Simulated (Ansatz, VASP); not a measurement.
## TaGe3Ru: VASP beside Ansatz

```
Ta Ge Ru
1.0
     4.69253    0.00000    0.00000
     0.00000    4.69253    0.00000
     0.00000    0.00000    4.69253
Ta Ge Ru
1 3 1
Direct
  0.00000 0.00000 0.00000
  0.00000 0.50000 0.50000
  0.50000 0.00000 0.50000
  0.50000 0.50000 0.00000
  0.50000 0.50000 0.50000
```

Change from the starting cell: species swapped into the CdNi3N type (Pm-3m, No. 221).

Alike in both runs: task relaxation of cell and atoms; functional PBE; k mesh 8 × 8 × 8; occupations gaussian, width 0.1 eV; no spin polarisation.

|  | VASP | Ansatz |
| --- | --- | --- |
| version | VASP 6.6.1 | Ansatz 0.2.0 |
| potentials or method | VASP PAW PBE potentials, release 64 (Ta_pv, Ge_d, Ru_pv), cutoff 600 eV | scalar-relativistic, plane waves, PAW |
| valence electrons in the cell | 67 | 71 |

```tsv
	VASP	Ansatz	Ansatz less VASP
gap on the k mesh at the Fermi level, each at its own relaxed structure (eV)	none	none	-
relaxed volume (Å³/atom)	20.71	20.67	-0.044
relaxed cell length with the largest relative difference (Å)	4.696	4.693	-0.0033
```

A gap of «none» marks a metal or a gap that the smearing closes. VASP's potentials hold 67 valence electrons a cell and Ansatz's 71, so a difference there can come from the potentials and not from the codes.

Neither program's run includes spin-orbit coupling.
